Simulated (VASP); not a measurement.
Set up this calculation in VASP 6.6.1, as the native input.

```yaml
Task: single point
Functional: r2SCAN
Potentials_or_basis: VASP PAW PBE potentials, release 64 (C_h)
Cutoff: 1430 eV
k_mesh: 12 × 12 × 12
Occupations: gaussian, width 0.02 eV
Spin: no spin polarisation
Dipole_correction: no
Further_INCAR_settings: ALGO = Normal; EDIFF = 1e-06; NBANDS = 11
```

C:

```xyz
2
Lattice="0.0000 1.7801 1.7801 1.7801 0.0000 1.7801 1.7801 1.7801 0.0000" Properties=species:S:1:pos:R:3 pbc="T T T"
C     0.0000    0.0000    0.0000
C     0.8900    0.8900    0.8900
```

These files were run (other wordings do the same):

POSCAR

```
C
1.0
    0.0000000000      1.7800947488      1.7800947488
    1.7800947488      0.0000000000      1.7800947488
    1.7800947488      1.7800947488      0.0000000000
C
2
Direct
    0.0000000000      0.0000000000      0.0000000000
    0.2500000000      0.2500000000      0.2500000000
```

INCAR.step1

```
SYSTEM = C
PREC = Accurate
ENCUT = 1430
ISMEAR = 0
SIGMA = 0.02
LREAL = .FALSE.
LASPH = .TRUE.
NELM = 120
NBANDS = 11
GGA = PE
ALGO = Normal
EDIFF = 1E-5
LWAVE = .TRUE.
LCHARG = .FALSE.
GGA_COMPAT = .FALSE.
```

INCAR.step2

```
SYSTEM = C
PREC = Accurate
ENCUT = 1430
EDIFF = 1E-6
ISMEAR = 0
SIGMA = 0.02
LREAL = .FALSE.
LASPH = .TRUE.
NELM = 120
ALGO = Normal
ISIF = 2
LWAVE = .FALSE.
LCHARG = .FALSE.
METAGGA = R2SCAN
LMIXTAU = .TRUE.
NBANDS = 11
ISTART = 1
GGA_COMPAT = .FALSE.
```

KPOINTS

```
Automatic mesh
0
G
  12 12 12
  0 0 0
```

Potentials or basis: VASP PAW PBE potentials, release 64 (C_h).

Launch:

```sh
$ cat potpaw_PBE.64/C_h/POTCAR > POTCAR
$ cp INCAR.step1 INCAR
$ mpirun -np 1 vasp_std > vasp.out
$ cp INCAR.step2 INCAR
$ mpirun -np 1 vasp_std > vasp.out
```

It gave:

```yaml
Pressure: -0.6 GPa
Band_gap_on_the_k_mesh: 4.39 eV (least direct gap 5.89 eV)
```

Caveat: the PAW data sets were made with another functional, which shifts forces and pressure a little.

Run time: 36 s on 1 thread of Intel(R) Xeon(R) 6975P-C (Granite Rapids) (shared host), peak memory 0.19 GiB.
